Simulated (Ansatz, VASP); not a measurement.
## MoS2 in VASP and in Ansatz

File INCAR:

```
SYSTEM = MoS2
  ALGO = Normal
  EDIFF = 1E-7
  ENCUT = 520
  GGA = PE
  ISIF = 2
  ISMEAR = 0
  IVDW = 12
  LASPH = .TRUE.
  LCHARG = .FALSE.
  LREAL = .FALSE.
  LWAVE = .FALSE.
  NBANDS = 35
  NELM = 80
  PREC = Accurate
  SIGMA = 0.05
```

File KPOINTS:

```
k-points
0
G
  12 12 4
  0 0 0
```

File POSCAR:

```
MoS2
1.0
    3.2753000000      0.0000000000      0.0000000000
   -1.6376500000      2.8364930050      0.0000000000
    0.0000000000      0.0000000000     12.9667000000
Mo S
2 4
Direct
    0.6666666667      0.3333333333      0.2501439769
    0.3333333333      0.6666666667      0.7498560231
    0.3333333333      0.6666666667      0.3795985159
    0.6666666667      0.3333333333      0.8793132861
    0.3333333333      0.6666666667      0.1206867139
    0.6666666667      0.3333333333      0.6204014841
```

Input for Ansatz:

```yaml
crystal:
  lattice:
    - [3.2753, 0.0, 0.0]
    - [-1.63765, 2.836493005, 0.0]
    - [0.0, 0.0, 12.9667]
  atoms:
    - { symbol: Mo, position: [0.6666666667, 0.3333333333, 0.2501439769] }
    - { symbol: Mo, position: [0.3333333333, 0.6666666667, 0.7498560231] }
    - { symbol: S, position: [0.3333333333, 0.6666666667, 0.3795985159] }
    - { symbol: S, position: [0.6666666667, 0.3333333333, 0.8793132861] }
    - { symbol: S, position: [0.3333333333, 0.6666666667, 0.1206867139] }
    - { symbol: S, position: [0.6666666667, 0.3333333333, 0.6204014841] }
basis:
  ecutwfc: 420
kpoints:
  mp_grid: { grid: [12, 12, 4] }
hamiltonian:
  xc: pbe
  pseudopotentials: { kind: paw, azcp: { folder: soft_1 } }
  dispersion: d3bj
scf:
  occupations: { method: gaussian, width: 0.05 }
output:
  forces: true
  stress: true
  eigenvalues: true
```

Alike in both runs: task single point; functional PBE; dispersion D3(BJ); k mesh 12 × 12 × 4; occupations gaussian, width 0.05 eV; no spin polarisation.

|  | VASP | Ansatz |
| --- | --- | --- |
| version | VASP 6.6.1 | Ansatz 0.2.0 |
| potentials or method | VASP PAW PBE potentials, release 64 (Mo_sv, S), cutoff 520 eV | scalar-relativistic, plane waves, PAW |
| valence electrons in the cell | 52 | 52 |

```csv
,VASP,Ansatz,Ansatz less VASP
gap on the k mesh at the Fermi level (eV),0.97,0.96,-0.010
least direct gap on the mesh (eV),1.51,1.50,-0.002
pressure (GPa),-16.9,-16.8,+0.07
"traceless stress, the component that is largest in VASP (GPa)",-4.53,-4.52,+0.014
rms of the force components (eV/Å),1.046,1.043,-0.0026
```

Atom by atom the forces differ by 0.003 eV/Å (rms over components).
